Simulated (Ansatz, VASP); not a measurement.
LiF: VASP beside Ansatz

```
CELL_PARAMETERS angstrom
0.00000 1.99487 1.99487
1.99487 0.00000 1.99487
1.99487 1.99487 0.00000
ATOMIC_POSITIONS crystal
Li 0.00000 0.00000 0.00000
F 0.50000 0.50000 0.50000
```

Alike in both runs: task single point; functional PBE-based screened hybrid with a share of 0.35 of exact exchange and HFSCREEN = 0.3; k mesh 6 × 6 × 6; no spin polarisation.

```csv
,VASP,Ansatz
version,VASP 6.6.1,Ansatz 0.2.0
potentials or method,"VASP PAW PBE potentials, release 64 (Li_sv, F)",plane waves
plane-wave cutoff (eV),520,420
occupations,"gaussian, width 0.01 eV",fixed
valence electrons in the cell,10,10
```

VASP gave:

```
gap on the k mesh at the Fermi level (eV) : 12.20
```

Question: What did Ansatz give for the same quantities?

Answer: gap on the k mesh at the Fermi level (eV): 12.22.

VASP's potentials were made for PBE, not for PBE-based screened hybrid. Ansatz's warnings: stress exchange threshold loose, stress scf threshold loose.

The k mesh is coarse, so the values compare programs but aren't converged. Noted on VASP's run: the cutoff is under 1.25 times that of the potentials, so the pressure is a little rough.
